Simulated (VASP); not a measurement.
The system is Sc.

```
CELL_PARAMETERS angstrom
-1.84000 1.84000 1.84000
1.84000 -1.84000 1.84000
1.84000 1.84000 -1.84000
ATOMIC_POSITIONS crystal
Sc 0.00000 0.00000 0.00000
```

This isn't the form of Sc at room conditions, which is hcp.

* Program: VASP 6.6.1
* Task: relaxation of cell and atoms
* Functional: LDA
* Potentials or basis: VASP PAW LDA potentials, release 64 (Sc_sv)
* Cutoff: 500 eV
* k mesh: 9 × 9 × 9
* Occupations: gaussian, width 0.1 eV
* Spin: no spin polarisation

At the start: pressure -4.7 GPa; volume 24.92 Å³/atom.

**Question.** How do energy, volume and symmetry change on relaxing?

**Answer.** Over 3 steps the energy falls by 32.8 meV/atom and the volume is 22.79 Å³/atom (-8.6 %); space group Im-3m (No. 229, to 0.1 Å) before and after.

Step by step:
| step | energy change (eV) | largest force (eV/Å) | pressure (GPa) | volume (Å³) |
| --- | --- | --- | --- | --- |
| 1 | 0.0000 | 0.0000 | -4.67 | 24.92 |
| 2 | -0.0315 | 0.0000 | 1.09 | 22.39 |
| 3 | -0.0328 | 0.0000 | 0.02 | 22.79 |

Final structure:
```cif
data_structure
_symmetry_space_group_name_H-M 'P 1'
_symmetry_Int_Tables_number 1
_cell_length_a 3.0934
_cell_length_b 3.0934
_cell_length_c 3.0934
_cell_angle_alpha 109.471
_cell_angle_beta 109.471
_cell_angle_gamma 109.471
_cell_volume 22.79
loop_
_atom_site_label
_atom_site_type_symbol
_atom_site_fract_x
_atom_site_fract_y
_atom_site_fract_z
_atom_site_occupancy
Sc1 Sc 0.00000 0.00000 0.00000 1
```
